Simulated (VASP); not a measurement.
# AlN (I-4m2) in VASP: notebook, part 2 of 2

VASP 6.6.1. Earlier steps stand in the parts before.

### 3 Dielectric tensor, r2SCAN (uniaxial z strain -1.0%)

INCAR

```
SYSTEM = AlN
PREC = Accurate ; ENCUT = 520
EDIFF = 1E-8 ; ISMEAR = 0
SIGMA = 0.01 ; LREAL = .False.
LASPH = .True. ; NELM = 80
ALGO = Normal ; ISIF = 2
LWAVE = .False. ; LCHARG = .False.
METAGGA = R2SCAN ; LMIXTAU = .True.
LCALCEPS = .True.
```

KPOINTS

```
Automatic mesh
0
Gamma
  8 8 8
  0 0 0
```

POSCAR

```
AlN
1.0
    0.0000000000      2.1848764125      2.1630276483
    2.1848764125      0.0000000000      2.1630276483
    2.1848764125      2.1848764125      0.0000000000
Al N
1 1
Direct
    0.0000000000      0.0000000000      0.0000000000
    0.2500000000      0.2500000000      0.2500000000
```

Potentials or basis: VASP PAW PBE potentials, release 64 (Al, N).

Launch:

```sh
$ cat potpaw_PBE.64/Al/POTCAR potpaw_PBE.64/N/POTCAR > POTCAR
$ mpirun -np 1 vasp_std > vasp.out
```

OUTCAR:

```text
SYSTEM = AlN
   PREC = Accurate
   ENCUT = 520
   EDIFF = 1E-8
   ISMEAR = 0
   LREAL = .False.
   LASPH = .True.
   NELM = 80
   ISIF = 2
   METAGGA = R2SCAN

 ion  position               nearest neighbor table
   1  0.000  0.000  0.000-   2 1.89   2 1.89   2 1.89   2 1.89
   2  0.250  0.250  0.250-   1 1.89   1 1.89   1 1.89   1 1.89

  LATTYP: Found a body centered tetragonal cell.
 ALAT       =     3.0898818547
 C/A-ratio  =     1.4000714267

  Lattice vectors:

 A1 = (   0.0000000000,  -2.1848764125,  -2.1630276483)
 A2 = (   0.0000000000,   2.1848764125,  -2.1630276483)
 A3 = (   2.1848764125,   0.0000000000,   2.1630276483)

Analysis of symmetry for initial positions (statically):
=====================================================================
 Subroutine PRICEL returns:
 Original cell was already a primitive cell.

 Routine SETGRP: Setting up the symmetry group for a
 body centered tetragonal supercell.

 Subroutine GETGRP returns: Found  8 space group operations
 (whereof  8 operations were pure point group operations)
 out of a pool of 16 trial point group operations.

The static configuration has the point symmetry D_2d.

Analysis of symmetry for dynamics (positions and initial velocities):
=====================================================================
 Subroutine PRICEL returns:
 Original cell was already a primitive cell.

 Routine SETGRP: Setting up the symmetry group for a
 body centered tetragonal supercell.

 Subroutine GETGRP returns: Found  8 space group operations
 (whereof  8 operations were pure point group operations)
 out of a pool of 16 trial point group operations.

The dynamic configuration has the point symmetry D_2d.

 Subroutine INISYM returns: Found  8 space group operations
 (whereof  8 operations are pure point group operations),
 and found     1 'primitive' translations

----------------------------------------------------------------------------------------

                                     Primitive cell

  volume of cell :      20.6512

  direct lattice vectors                    reciprocal lattice vectors
     0.000000000  2.184876412  2.163027648    -0.228845896  0.228845896  0.231157471
     2.184876412  0.000000000  2.163027648     0.228845896 -0.228845896  0.231157471
     2.184876412  2.184876412  0.000000000     0.228845896  0.228845896 -0.231157471

  length of vectors
     3.074471263  3.074471263  3.089881855     0.397711786  0.397711786  0.397711786

  position of ions in fractional coordinates (direct lattice)
     0.000000000  0.000000000  0.000000000
     0.250000000  0.250000000  0.250000000

  ion indices of the primitive-cell ions
   primitive index   ion index
                 1           1
                 2           2

----------------------------------------------------------------------------------------

 KPOINTS: Automatic mesh

Automatic generation of k-mesh.
 Grid dimensions read from file:
 generate k-points for:    8    8    8

 Generating k-lattice:

[... 75 lines left out ...]
   EFERMI =   0.00;   METHOD = LEGACY
   ISMEAR =     0;   SIGMA  =   0.01  broadening in eV -4-tet -1-fermi 0-gaus
   EFERMI_NEDOS =   21; number of points for ismear=-14 and -15
   IALGO  =     38    algorithm
   IMIX   =      4    mixing-type and parameters
     AMIX     =   0.40;   BMIX     =  1.00
     AMIX_MAG =   1.60;   BMIX_MAG =  1.00
  volume/ion in A,a.u.               =      10.33        69.68
  Fermi-wavevector in a.u.,A,eV,Ry     =   1.193410  2.255217 19.377780  1.424227
  Thomas-Fermi vector in A             =   2.329425
   LORBIT       =      0    0 simple, 1 ext, 2 COOP (PROOUT), +10 PAW based schemes
   METAGGA = R2SCAN    functional components
   LHFCALC =     F    Hartree Fock is set to
   AEXX    =    0.0000 exact exchange contribution
   IVDW    =     0    specifies the selected vdW correction
   LEPSILON=     F    determine dielectric tensor
   LRPA    =     F    only Hartree local field effects (RPA)
   LRPA       =     F
 non-spin polarized calculation
 Gauss-broadening in eV      SIGMA  =   0.01
  energy-cutoff  :      520.00
  volume of cell :       20.65
 maximum number of plane-waves:       568
   NGX = 11   NGY = 11   NGZ = 11

 number of electron       7.9999999 magnetization

 Free energy of the ion-electron system (eV)
  ---------------------------------------------------
  ext. energy  EPLUGINS =         0.00000000
  ---------------------------------------------------
  free energy    TOTEN  =       -19.17788814 eV

  energy without entropy =      -19.17788814  energy(sigma->0) =      -19.17788814

 E-fermi :   5.8485     XC(G=0): -11.4586

 val. band max:        5.8043509963   @ k =   0.0000   0.0000   0.0000
 cond. band min:   10000.0000000000   @ k =   0.0000   0.0000   0.0000
 fundamental gap:   9994.1956490037
 Fermi energy:         5.8485194565

 k-point     1 :       0.0000    0.0000    0.0000
  band No.  band energies     occupation
      1     -10.0172      2.00000
      2       5.7621      2.00000
      3       5.7623      2.00000
      4       5.8044      2.00000
      5   10000.0000      0.00000
      6   10000.0000      0.00000
      7   10000.0000      0.00000
      8   10000.0000      0.00000
[... 243 lines left out ...]
 k-point    24 :       0.3750   -0.0000    0.1250
  band No.  band energies     occupation
      1      -8.4766      2.00000
      2       1.2909      2.00000
      3       4.9284      2.00000
      4       5.0474      2.00000
      5   10000.0000      0.00000
      6   10000.0000      0.00000
      7   10000.0000      0.00000
      8   10000.0000      0.00000

 [... further k-points ...]

------------------------ aborting loop because EDIFF is reached ----------------------------------------

            Ionic dipole moment: p[ion]=(     5.46219     5.46219     5.40757 ) |e| Angst

 Total electronic dipole moment: p[elc]=(     0.00007     0.00007     0.00376 ) |e| Angst

 MACROSCOPIC STATIC DIELECTRIC TENSOR (including local field effects)
 ------------------------------------------------------
           4.225699    -0.000000     0.000000
           0.000000     4.225699     0.000000
           0.000000     0.000000     4.231507
 ------------------------------------------------------

 PIEZOELECTRIC TENSOR (including local field effects) (e Angst)
          XX          YY          ZZ          XY          YZ          ZX
  --------------------------------------------------------------------------------
  x     0.00000     0.00000     0.00000     0.00000    -0.76088    -0.00000
  y     0.00000     0.00000     0.00000     0.00000     0.00000    -0.76088
  z     0.00000     0.00000     0.00000    -0.76018     0.00000     0.00000

 PIEZOELECTRIC TENSOR (including local field effects) (C/m^2)
          XX          YY          ZZ          XY          YZ          ZX
  --------------------------------------------------------------------------------
  x     0.00000     0.00000     0.00000     0.00000    -0.59031    -0.00000
  y     0.00000     0.00000     0.00000     0.00000     0.00000    -0.59031
  z     0.00000     0.00000     0.00000    -0.58976     0.00000     0.00000

 BORN EFFECTIVE CHARGES (including local field effects) (in |e|, cummulative output)
 ---------------------------------------------------------------------------------
 ion    1
    1     2.51825    -0.00000     0.00000
    2     0.00000     2.51825     0.00000
    3     0.00000     0.00000     2.51311
 ion    2
    1    -2.51825     0.00000    -0.00000
    2     0.00000    -2.51825     0.00000
    3     0.00000     0.00000    -2.51311

  FORCE on cell =-STRESS in cart. coord.  units (eV):
  Direction    XX          YY          ZZ          XY          YZ          ZX
  --------------------------------------------------------------------------------------
  -------------------------------------------------------------------------------------
  Total        0.1665329      0.1665329      0.3490894      0.0000000      0.0000000      0.0000000
  in kB       12.9200647     12.9200647     27.0832903      0.0000000      0.0000000      0.0000000
  external PRESSURE =      17.6411399 kB  Pullay stress =       0.0000000 kB

 VOLUME and BASIS-vectors are now :
 -----------------------------------------------------------------------------
  energy-cutoff  :      520.00
  volume of cell :       20.65
      direct lattice vectors                 reciprocal lattice vectors
     0.000000000  2.184876412  2.163027648    -0.228845896  0.228845896  0.231157471
     2.184876412  0.000000000  2.163027648     0.228845896 -0.228845896  0.231157471
     2.184876412  2.184876412  0.000000000     0.228845896  0.228845896 -0.231157471

 POSITION                                       TOTAL-FORCE (eV/Angst)
 -----------------------------------------------------------------------------------
      0.00000      0.00000      0.00000         0.000000      0.000000      0.000000
      1.09244      1.09244      1.08151        -0.000000     -0.000000     -0.000000
 -----------------------------------------------------------------------------------
    total drift:                               -0.000001     -0.000001     -0.000000

  FREE ENERGIE OF THE ION-ELECTRON SYSTEM (eV)
  ---------------------------------------------------
  free  energy   TOTEN  =       -19.1778881387 eV

  energy  without entropy=      -19.1778881387  energy(sigma->0) =      -19.17788814
```

Wall time 16 min (1 thread of AMD EPYC 9R45 (Zen 5), shared host); peak memory 0.27 GiB.

What came out:

- Band gap on the k mesh: 3.88 eV (least direct gap 4.95 eV)
- Electronic dielectric tensor (diagonal): 4.23
- Born charges (mean of the diagonal): Al +2.52; N -2.52 e

Electronic dielectric tensor:
```
4.23 0.00 0.00
0.00 4.23 0.00
0.00 0.00 4.23
```

Born effective charge tensors (e):
atom 1, Al
```
2.52 0.00 0.00
0.00 2.52 0.00
0.00 0.00 2.51
```
atom 2, N
```
-2.52  0.00  0.00
 0.00 -2.52  0.00
 0.00  0.00 -2.51
```

Dipole moments of the cell (e·Å, modulo the quantum): ionic 5.462, 5.462, 5.408; electronic 0.000, 0.000, 0.004

Caveat: the cell differs from its parent crystal (uniaxial z strain -1.0%); the structure was generated, so it needn't be the stable form of AlN; the PAW data sets were made with another functional, which shifts forces and pressure a little. A k mesh can miss the band edges.

### 4 Dielectric tensor, r2SCAN (uniaxial z strain +1.0%)

INCAR

```
SYSTEM = AlN
  PREC = Accurate
  ENCUT = 520
  EDIFF = 1E-8
  ISMEAR = 0
  SIGMA = 0.01
  LREAL = .False.
  LASPH = .True.
  NELM = 100
  ALGO = Normal
  ISIF = 2
  LWAVE = .False.
  LCHARG = .False.
  METAGGA = R2SCAN
  LMIXTAU = .True.
  LCALCEPS = .True.
```

KPOINTS is that of step 3.

POSCAR

```
AlN
1.0
    0.0000000000      2.1848764125      2.2067251766
    2.1848764125      0.0000000000      2.2067251766
    2.1848764125      2.1848764125      0.0000000000
Al N
1 1
Direct
    0.0000000000      0.0000000000      0.0000000000
    0.2500000000      0.2500000000      0.2500000000
```

Potentials or basis: VASP PAW PBE potentials, release 64 (Al, N).

Launch:

```sh
$ cat potpaw_PBE.64/Al/POTCAR potpaw_PBE.64/N/POTCAR > POTCAR
$ mpirun -np 1 vasp_std > vasp.out
```

OUTCAR:

```text
SYSTEM = AlN
   PREC = Accurate
   ENCUT = 520
   EDIFF = 1E-8
   ISMEAR = 0
   LREAL = .False.
   LASPH = .True.
   NELM = 100
   ISIF = 2
   METAGGA = R2SCAN

 ion  position               nearest neighbor table
   1  0.000  0.000  0.000-   2 1.90   2 1.90   2 1.90   2 1.90
   2  0.250  0.250  0.250-   1 1.90   1 1.90   1 1.90   1 1.90

  LATTYP: Found a body centered tetragonal cell.
 ALAT       =     3.0898818547
 C/A-ratio  =     1.4283556980

  Lattice vectors:

 A1 = (  -2.1848764125,   0.0000000000,   2.2067251766)
 A2 = (   2.1848764125,   0.0000000000,   2.2067251766)
 A3 = (   0.0000000000,   2.1848764125,  -2.2067251766)

Analysis of symmetry for initial positions (statically):
=====================================================================
 Subroutine PRICEL returns:
 Original cell was already a primitive cell.

 Routine SETGRP: Setting up the symmetry group for a
 body centered tetragonal supercell.

 Subroutine GETGRP returns: Found  8 space group operations
 (whereof  8 operations were pure point group operations)
 out of a pool of 16 trial point group operations.

The static configuration has the point symmetry D_2d.

Analysis of symmetry for dynamics (positions and initial velocities):
=====================================================================
 Subroutine PRICEL returns:
 Original cell was already a primitive cell.

 Routine SETGRP: Setting up the symmetry group for a
 body centered tetragonal supercell.

 Subroutine GETGRP returns: Found  8 space group operations
 (whereof  8 operations were pure point group operations)
 out of a pool of 16 trial point group operations.

The dynamic configuration has the point symmetry D_2d.
[... 410 lines left out ...]
      1      -8.5797      2.00000
      2       1.1492      2.00000
      3       4.7704      2.00000
      4       4.8351      2.00000
      5   10000.0000      0.00000
      6   10000.0000      0.00000
      7   10000.0000      0.00000
      8   10000.0000      0.00000

 [... further k-points ...]

------------------------ aborting loop because EDIFF is reached ----------------------------------------

            Ionic dipole moment: p[ion]=(     5.46219     5.46219     5.51681 ) |e| Angst

 Total electronic dipole moment: p[elc]=(     0.00022     0.00022     0.00401 ) |e| Angst

 MACROSCOPIC STATIC DIELECTRIC TENSOR (including local field effects)
 ------------------------------------------------------
           4.260261    -0.000000    -0.000000
           0.000000     4.260261    -0.000000
           0.000000     0.000000     4.256463
 ------------------------------------------------------

 PIEZOELECTRIC TENSOR (including local field effects) (e Angst)
          XX          YY          ZZ          XY          YZ          ZX
  --------------------------------------------------------------------------------
  x     0.00000     0.00000     0.00000    -0.00000    -0.78684     0.00000
  y     0.00000     0.00000     0.00000     0.00000     0.00000    -0.78684
  z     0.00000     0.00000     0.00000    -0.78708     0.00000     0.00000

 PIEZOELECTRIC TENSOR (including local field effects) (C/m^2)
          XX          YY          ZZ          XY          YZ          ZX
  --------------------------------------------------------------------------------
  x     0.00000     0.00000     0.00000    -0.00000    -0.59836     0.00000
  y     0.00000     0.00000     0.00000     0.00000     0.00000    -0.59836
  z     0.00000     0.00000     0.00000    -0.59855     0.00000     0.00000

 BORN EFFECTIVE CHARGES (including local field effects) (in |e|, cummulative output)
 ---------------------------------------------------------------------------------
 ion    1
    1     2.51838    -0.00000     0.00000
    2     0.00000     2.51838     0.00000
    3     0.00000     0.00000     2.52432
 ion    2
    1    -2.51838     0.00000    -0.00000
    2     0.00000    -2.51838     0.00000
    3     0.00000     0.00000    -2.52432

  FORCE on cell =-STRESS in cart. coord.  units (eV):
  Direction    XX          YY          ZZ          XY          YZ          ZX
  --------------------------------------------------------------------------------------
  -------------------------------------------------------------------------------------
  Total       -0.2561878     -0.2561878     -0.4548867      0.0000000     -0.0000000      0.0000000
  in kB      -19.4821539    -19.4821539    -34.5924898      0.0000000     -0.0000000      0.0000000
  external PRESSURE =     -24.5189325 kB  Pullay stress =       0.0000000 kB

 VOLUME and BASIS-vectors are now :
 -----------------------------------------------------------------------------
  energy-cutoff  :      520.00
  volume of cell :       21.07
      direct lattice vectors                 reciprocal lattice vectors
     0.000000000  2.184876412  2.206725177    -0.228845896  0.228845896  0.226580095
     2.184876412  0.000000000  2.206725177     0.228845896 -0.228845896  0.226580095
     2.184876412  2.184876412  0.000000000     0.228845896  0.228845896 -0.226580095

 POSITION                                       TOTAL-FORCE (eV/Angst)
 -----------------------------------------------------------------------------------
      0.00000      0.00000      0.00000         0.000000      0.000000      0.000000
      1.09244      1.09244      1.10336        -0.000000     -0.000000     -0.000000
 -----------------------------------------------------------------------------------
    total drift:                                0.000000      0.000000     -0.000001

  FREE ENERGIE OF THE ION-ELECTRON SYSTEM (eV)
  ---------------------------------------------------
  free  energy   TOTEN  =       -19.1773615904 eV

  energy  without entropy=      -19.1773615904  energy(sigma->0) =      -19.17736159
```

OSZICAR:

```text
N       E                     dE             d eps       ncg     rms          rms(c)
DAV:   1     0.560284782787E+01    0.56028E+01   -0.41860E+03   976   0.853E+02
DAV:   2    -0.229307311199E+02   -0.28534E+02   -0.27281E+02  1248   0.148E+02
DAV:   3    -0.234994701673E+02   -0.56874E+00   -0.56874E+00  1104   0.273E+01
[... 13 lines left out ...]
DMP:   8    -0.191773614849E+02   -0.74485E-07   -0.81756E-07  1200   0.189E-06   0.293E-07
DMP:   9    -0.191773615364E+02   -0.51528E-07   -0.52376E-07  1200   0.103E-06   0.530E-07
DMP:  10    -0.191773615694E+02   -0.32977E-07   -0.24715E-07  1200   0.446E-07   0.331E-07
DMP:  11    -0.191773615837E+02   -0.14304E-07   -0.11193E-07  1200   0.232E-07   0.915E-08
DMP:  12    -0.191773615904E+02   -0.66474E-08   -0.67421E-08  1200   0.142E-07   0.504E-08
   1 F= -.19177362E+02 E0= -.19177362E+02  d E =-.927643E-13
```

stdout:

```text
POSCAR found type information on POSCAR AlN
 POSCAR found :  2 types and       2 ions
 scaLAPACK will be used
 -----------------------------------------------------------------------------
|                                                                             |
[... 92 lines left out ...]
dp_tot=(  0.870E-07  0.641E-07  0.379E-02 )  diag[e(oo)]=(    ---      ---    4.25577 )
 p_tot=(  0.546E+01  0.546E+01  0.552E+01 )
dp_tot=(  0.845E-07  0.616E-07  0.379E-02 )  diag[e(oo)]=(    ---      ---    4.25382 )
 p_tot=(  0.546E+01  0.546E+01  0.552E+01 )
dp_tot=(  0.822E-07  0.593E-07  0.379E-02 )  diag[e(oo)]=(    ---      ---    4.25646 )
 final diagonalization full
 p_tot=(  0.546E+01  0.546E+01  0.552E+01 )
dp_tot=(  0.807E-07  0.578E-07  0.379E-02 )  diag[e(oo)]=(    ---      ---    4.25646 )
```

Run time: 16 min. Hardware: 1 thread of AMD EPYC 9R45 (Zen 5), shared host; peak memory 0.27 GiB.

Results:

* Band gap on the k mesh: 3.90 eV (least direct gap 4.77 eV)
* Electronic dielectric tensor (diagonal): 4.26
* Born charges (mean of the diagonal): Al +2.52; N -2.52 e

Electronic dielectric tensor:
```
4.26 0.00 0.00
0.00 4.26 0.00
0.00 0.00 4.26
```

Born effective charge tensors (e):
atom 1, Al
```
2.52 0.00 0.00
0.00 2.52 0.00
0.00 0.00 2.52
```
atom 2, N
```
-2.52  0.00  0.00
 0.00 -2.52  0.00
 0.00  0.00 -2.52
```

Dipole moments of the cell (e·Å, modulo the quantum): ionic 5.462, 5.462, 5.517; electronic 0.000, 0.000, 0.004

Caveat: the cell differs from its parent crystal (uniaxial z strain +1.0%); the structure was generated, so it needn't be the stable form of AlN; the PAW data sets were made with another functional, which shifts forces and pressure a little.

### 5 Summary

| cell | gap on the mesh (eV) |
| --- | --- |
| a = 3.059, b = 3.059, c = 3.090 Å, angles 59.7, 59.7, 60.7°, 2 atoms | 3.83 |
| a = 3.074, b = 3.074, c = 3.090 Å, angles 59.8, 59.8, 60.3°, 2 atoms | 3.88 |
| a = 3.105, b = 3.105, c = 3.090 Å, angles 60.2, 60.2, 59.7°, 2 atoms | 3.90 |

Alike in all rows: task dielectric tensor; level r2SCAN; potentials or basis VASP PAW PBE potentials, release 64 (Al, N); no spin polarisation; k mesh 8 × 8 × 8; cutoff (eV) 520; smearing gaussian 0.01 eV.

Caveats: the structure was generated, so it needn't be the stable form of AlN; the PAW data sets were made with another functional, which shifts forces and pressure a little.

Absolute energies hang on the potentials; compare differences alone.

The gap in the log of VASP goes by the Fermi energy; the results here count the filled bands.